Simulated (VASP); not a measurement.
# BP (F-43m) in VASP: further runs

Runs on BP. Level: PBEsol. Tasks: elastic constants.

Everything below comes from runs of VASP 6.6.1. Logs are shortened: lines on timing, memory, paths and dates and some standing lists are left out, and cuts for length are marked.

## Step 1: The cell of the first run

The structure is cubic, space group F-43m (No. 216). The conventional cell has a = 4.318 Å, b = 4.318 Å, c = 4.318 Å, α = 90.00°, β = 90.00°, γ = 90.00°. Within 2.5 Å of B (site symmetry -43m) lie 4 P at 1.87 Å. P (site symmetry -43m) has 4 B at 1.87 Å within 2.5 Å.

## Step 2: Elastic constants, PBEsol

Contents of INCAR:

```
SYSTEM = BP
PREC     = Accurate       ! precision mode
ENCUT    = 600            ! plane-wave cutoff, eV
EDIFF    = 1E-8           ! SCF threshold, eV
ISMEAR   = 0              ! smearing method
SIGMA    = 0.01           ! smearing width, eV
LREAL    = .FALSE.        ! projectors in reciprocal space
LASPH    = .TRUE.         ! aspherical terms in the spheres
NELM     = 80             ! most SCF steps
ALGO     = Normal         ! electronic algorithm
ISIF     = 3              ! what is computed and relaxed
LWAVE    = .FALSE.        ! write WAVECAR
LCHARG   = .FALSE.        ! write CHGCAR
GGA      = PS             ! functional
NBANDS   = 11             ! bands
IBRION   = 6              ! ionic algorithm
NFREE    = 2            
POTIM    = 0.015          ! step
NSW      = 1              ! ionic steps
```

Contents of KPOINTS:

```
Automatic mesh
0
G
  10 10 10
  0 0 0
```

Contents of POSCAR:

```
BP
1.0
    0.0000000000      2.1591397887      2.1591397887
    2.1591397887      0.0000000000      2.1591397887
    2.1591397887      2.1591397887      0.0000000000
B P
1 1
Direct
    0.0000000000      0.0000000000      0.0000000000
    0.7500000000      0.7500000000      0.7500000000
```

Potentials or basis: VASP PAW PBE potentials, release 64 (B, P).

Launch:

```console
$ cat potpaw_PBE.64/B/POTCAR potpaw_PBE.64/P/POTCAR > POTCAR
$ mpirun -np 1 vasp_std > vasp.out
```

OUTCAR:

```text
SYSTEM = BP
   PREC = Accurate
   ENCUT = 600
   EDIFF = 1E-8
   ISMEAR = 0
   LREAL = .FALSE.
   LASPH = .TRUE.
   NELM = 80
   ISIF = 3
   GGA = PS
   IBRION = 6
   NFREE = 2
   POTIM = 0.015
   NSW = 1

 ion  position               nearest neighbor table
   1  0.000  0.000  0.000-   2 1.87   2 1.87   2 1.87   2 1.87
   2  0.750  0.750  0.750-   1 1.87   1 1.87   1 1.87   1 1.87

  LATTYP: Found a face centered cubic cell.
 ALAT       =     4.3182795774

  Lattice vectors:

 A1 = (   0.0000000000,   2.1591397887,   2.1591397887)
 A2 = (   2.1591397887,   0.0000000000,   2.1591397887)
 A3 = (   2.1591397887,   2.1591397887,   0.0000000000)

Analysis of symmetry for initial positions (statically):
=====================================================================
 Subroutine PRICEL returns:
 Original cell was already a primitive cell.

 Routine SETGRP: Setting up the symmetry group for a
 face centered cubic supercell.

 Subroutine GETGRP returns: Found 24 space group operations
 (whereof 24 operations were pure point group operations)
 out of a pool of 48 trial point group operations.

The static configuration has the point symmetry T_d .

Analysis of symmetry for dynamics (positions and initial velocities):
=====================================================================
 Subroutine PRICEL returns:
 Original cell was already a primitive cell.

 Routine SETGRP: Setting up the symmetry group for a
 face centered cubic supercell.

 Subroutine GETGRP returns: Found 24 space group operations
 (whereof 24 operations were pure point group operations)
 out of a pool of 48 trial point group operations.

The dynamic configuration has the point symmetry T_d .

[... 668 lines left out ...]
 k-point    24 :       0.4000    0.3000    0.0000
  band No.  band energies     occupation
      1      -4.2814      2.00000
      2       2.7952      2.00000
      3       4.5652      2.00000
      4       5.2428      2.00000
      5      10.8570      0.00000
      6      12.6937      0.00000
      7      19.6571      0.00000
      8      19.8672      0.00000
      9      25.0167      0.00000
     10      25.4718      0.00000
     11      28.5103      0.00000

 [... further k-points ...]

------------------------ aborting loop because EDIFF is reached ----------------------------------------

  FORCE on cell =-STRESS in cart. coord.  units (eV):
  Direction    XX          YY          ZZ          XY          YZ          ZX
  --------------------------------------------------------------------------------------
  -------------------------------------------------------------------------------------
  Total        3.7815029      3.7884059      3.7884059      0.0000000     -0.2246492      0.0000000
  in kB      300.9558145    301.5051989    301.5051989      0.0000000    -17.8789979      0.0000000
  external PRESSURE =     301.3220708 kB  Pullay stress =       0.0000000 kB
[... 17 lines left out ...]
  FREE ENERGIE OF THE ION-ELECTRON SYSTEM (eV)
  ---------------------------------------------------
  free  energy   TOTEN  =       -13.4205098302 eV

  energy  without entropy=      -13.4205098302  energy(sigma->0) =      -13.42050983

 INTERNAL STRAIN TENSORS FROM STRAINED CELLS
 ============================================

 INTERNAL STRAIN TENSOR FOR ION    1 for displacements in x,y,z  (eV/Angst):
          X           Y           Z          XY          YZ          ZX
  --------------------------------------------------------------------------------
  x    -0.00000    -0.00000    -0.00000    -0.00000   -14.97617     0.00000
  y     0.00000     0.00000    -0.00000    -0.00000     0.00000   -14.97621
  z     0.00000    -0.00000    -0.00000   -14.97544     0.00000     0.00000

 INTERNAL STRAIN TENSORS FROM DISPLACED ATOMS
 ============================================

 INTERNAL STRAIN TENSOR FOR ION    1 for displacements in x,y,z  (eV/Angst):
          X           Y           Z          XY          YZ          ZX
  --------------------------------------------------------------------------------
  x     0.00000     0.00000     0.00000     0.00000   -14.97764     0.00000
  y     0.00000     0.00000     0.00000     0.00000     0.00000   -14.97764
  z     0.00000     0.00000     0.00000   -14.97764     0.00000     0.00000

 INTERNAL STRAIN TENSOR FOR ION    2 for displacements in x,y,z  (eV/Angst):
          X           Y           Z          XY          YZ          ZX
  --------------------------------------------------------------------------------
  x     0.00000     0.00000     0.00000     0.00000    14.97126     0.00000
  y     0.00000     0.00000     0.00000     0.00000     0.00000    14.97126
  z     0.00000     0.00000     0.00000    14.97126     0.00000     0.00000

 Eigenvectors and eigenvalues of the dynamical matrix
 ----------------------------------------------------

   1 f  =   27.817910 THz   174.785083 2PiTHz  927.905594 cm-1   115.045579 meV
             X         Y         Z           dx          dy          dz
      0.000000  0.000000  0.000000     0.860982    0.000000    0.000000
      3.238710  3.238710  3.238710    -0.508635    0.000000    0.000000
[... 21 lines left out ...]
   6 f/i=    0.000612 THz     0.003845 2PiTHz    0.020412 cm-1     0.002531 meV
             X         Y         Z           dx          dy          dz
      0.000000  0.000000  0.000000    -0.107894    0.485209    0.107894
      3.238710  3.238710  3.238710    -0.182635    0.821328    0.182635

--------------------------------------------------------------------------------------------------------

 ELASTIC MODULI CONTR FROM IONIC RELAXATION (kBar)
 Direction    XX          YY          ZZ          XY          YZ          ZX
 --------------------------------------------------------------------------------
 XX           0.0000      0.0000      0.0000      0.0000      0.0000      0.0000
 YY           0.0000      0.0000      0.0000      0.0000      0.0000      0.0000
 ZZ           0.0000      0.0000      0.0000      0.0000      0.0000      0.0000
 XY           0.0000      0.0000      0.0000   -703.3320     -0.0000     -0.0000
 YZ           0.0000      0.0000      0.0000     -0.0000   -703.3320      0.0000
 ZX           0.0000      0.0000      0.0000     -0.0000      0.0000   -703.3320
 --------------------------------------------------------------------------------

 TOTAL ELASTIC MODULI (kBar)
 Direction    XX          YY          ZZ          XY          YZ          ZX
 --------------------------------------------------------------------------------
 XX        4375.3585   1471.4870   1471.4870      0.0000      0.0000      0.0000
 YY        1471.4870   4375.3585   1471.4870      0.0000      0.0000      0.0000
 ZZ        1471.4870   1471.4870   4375.3585      0.0000      0.0000      0.0000
 XY           0.0000      0.0000      0.0000   2321.8374     -0.0000     -0.0000
 YZ           0.0000      0.0000      0.0000     -0.0000   2321.8374      0.0000
 ZX           0.0000      0.0000      0.0000     -0.0000      0.0000   2321.8374
 --------------------------------------------------------------------------------
```

OSZICAR:

```text
N       E                     dE             d eps       ncg     rms          rms(c)
DAV:   1     0.126363349741E+02    0.12636E+02   -0.44964E+03  1034   0.750E+02
DAV:   2    -0.137424466980E+02   -0.26379E+02   -0.25161E+02  1384   0.126E+02
DAV:   3    -0.144846918833E+02   -0.74225E+00   -0.73983E+00  1324   0.176E+01
[... 179 lines left out ...]
DAV:   2    -0.134206089162E+02   -0.83471E-03   -0.10517E-02  4566   0.740E-01    0.130E-01
DAV:   3    -0.134205099270E+02    0.98989E-04   -0.21181E-04  4277   0.941E-02    0.210E-02
DAV:   4    -0.134205108829E+02   -0.95591E-06   -0.16380E-05  4680   0.303E-02    0.668E-03
DAV:   5    -0.134205098430E+02    0.10399E-05   -0.20264E-06  4352   0.811E-03    0.157E-03
DAV:   6    -0.134205098293E+02    0.13723E-07   -0.45013E-07  4568   0.406E-03    0.719E-04
DAV:   7    -0.134205098302E+02   -0.89653E-09   -0.29637E-08  4093   0.112E-03
  17 F= -.13420510E+02 E0= -.13420510E+02  d E =-.483186E-69
```

Run time: 2.7 min. Hardware: 1 thread of Intel Xeon 6975P-C (Granite Rapids), shared host; peak memory 0.25 GiB.

What came out:

```yaml
Elastic_constants_C11_C12_C44: 438, 147, 232 GPa
Voigt_bulk_modulus: 244 GPa
Highest_phonon_frequency_at_Γ_LO-TO_splitting_left_out: 928 cm⁻¹
```

Phonon frequencies in cm⁻¹ (negative: imaginary):
```tsv
q point	frequencies
(0.000, 0.000, 0.000)	0 0 0 928 928 928
```

Elastic tensor in Voigt notation (GPa, in the Cartesian axes of the cell as first typed):
```
438 147 147   0   0   0
147 438 147   0   0   0
147 147 438   0   0   0
  0   0   0 232   0   0
  0   0   0   0 232   0
  0   0   0   0   0 232
```

Clamped-ion elastic tensor (GPa):
```
438 147 147   0   0   0
147 438 147   0   0   0
147 147 438   0   0   0
  0   0   0 303   0   0
  0   0   0   0 303   0
  0   0   0   0   0 303
```

Caveat: the cell is under stress, which shifts elastic constants; the PAW data sets were made with another functional, which shifts forces and pressure a little.

## Step 3: Elastic constants, PBEsol

This run uses another cell than the first one, of 11.54 Å³/atom.

Contents of INCAR:

```
SYSTEM = BP
PREC = Accurate
ENCUT = 600
EDIFF = 1E-8
ISMEAR = 0
SIGMA = 0.01
LREAL = .False.
LASPH = .True.
NELM = 100
ALGO = Normal
ISIF = 3
LWAVE = .False.
LCHARG = .True.
GGA = PS
IBRION = 6
NFREE = 2
POTIM = 0.015
NSW = 1
```

Contents of KPOINTS:

```
Automatic mesh
0
Gamma
  10 10 10
  0 0 0
```

Contents of POSCAR:

```
BP
1.0
    0.0000000000      2.2600700614      2.2600700614
    2.2600700614      0.0000000000      2.2600700614
    2.2600700614      2.2600700614      0.0000000000
B P
1 1
Direct
    0.0000000000      0.0000000000      0.0000000000
    0.7500000000      0.7500000000      0.7500000000
```

Potentials or basis: VASP PAW PBE potentials, release 64 (B, P).

Launch:

```console
$ cat potpaw_PBE.64/B/POTCAR potpaw_PBE.64/P/POTCAR > POTCAR
$ mpirun -np 1 vasp_std > vasp.out
```

Wall time 3.5 min (1 thread of Intel Xeon 6975P-C (Granite Rapids), shared host); peak memory 0.27 GiB.

Results (log left out):

| Item | Value |
| --- | --- |
| Elastic constants C11, C12, C44 | 347, 81, 189 GPa |
| Voigt bulk modulus | 170 GPa |
| Highest phonon frequency at Γ, LO-TO splitting left out | 811 cm⁻¹ |

Phonon frequencies in cm⁻¹ (negative: imaginary):
| q point | frequencies |
| --- | --- |
| (0.000, 0.000, 0.000) | 0 0 0 811 811 811 |

Elastic tensor in Voigt notation (GPa, in the Cartesian axes of the cell as first typed):
```
347  81  81   0   0   0
 81 347  81   0   0   0
 81  81 347   0   0   0
  0   0   0 189   0   0
  0   0   0   0 189   0
  0   0   0   0   0 189
```

Clamped-ion elastic tensor (GPa):
```
347  81  81   0   0   0
 81 347  81   0   0   0
 81  81 347   0   0   0
  0   0   0 212   0   0
  0   0   0   0 212   0
  0   0   0   0   0 212
```

Caveat: the PAW data sets were made with another functional, which shifts forces and pressure a little.

## Step 4: Elastic constants, PBEsol

This run uses another cell than the first one, of 11.54 Å³/atom.

Contents of INCAR:

```
PREC = Accurate
ENCUT = 600
EDIFF = 1E-8
ISMEAR = 0
SIGMA = 0.01
LREAL = False
LASPH = True
NELM = 80
ALGO = Normal
ISIF = 3
LWAVE = False
LCHARG = False
GGA = PS
NBANDS = 11
IBRION = 6
NFREE = 2
POTIM = 0.015
NSW = 1
```

Contents of KPOINTS:

```
regular mesh
0
Gamma
  10 10 10
```

POSCAR is that of step 3.

Launch:

```console
$ cat potpaw_PBE.64/B/POTCAR potpaw_PBE.64/P/POTCAR > POTCAR
$ mpirun -np 1 vasp_std > vasp.out
```

Wall time 4.8 min (1 thread of Intel Xeon 6975P-C (Granite Rapids), shared host); peak memory 0.27 GiB.

It converged, with:

```
Elastic constants C11, C12, C44                         : 347, 81, 189 GPa
Voigt bulk modulus                                      : 170 GPa
Highest phonon frequency at Γ, LO-TO splitting left out : 811 cm⁻¹
```

Phonon frequencies in cm⁻¹ (negative: imaginary):
| q point | frequencies |
| --- | --- |
| (0.000, 0.000, 0.000) | 0 0 0 811 811 811 |

Elastic tensor in Voigt notation (GPa, in the Cartesian axes of the cell as first typed):
```
347  81  81   0   0   0
 81 347  81   0   0   0
 81  81 347   0   0   0
  0   0   0 189   0   0
  0   0   0   0 189   0
  0   0   0   0   0 189
```

Clamped-ion elastic tensor (GPa):
```
347  81  81   0   0   0
 81 347  81   0   0   0
 81  81 347   0   0   0
  0   0   0 212   0   0
  0   0   0   0 212   0
  0   0   0   0   0 212
```

Caveat: the PAW data sets were made with another functional, which shifts forces and pressure a little.
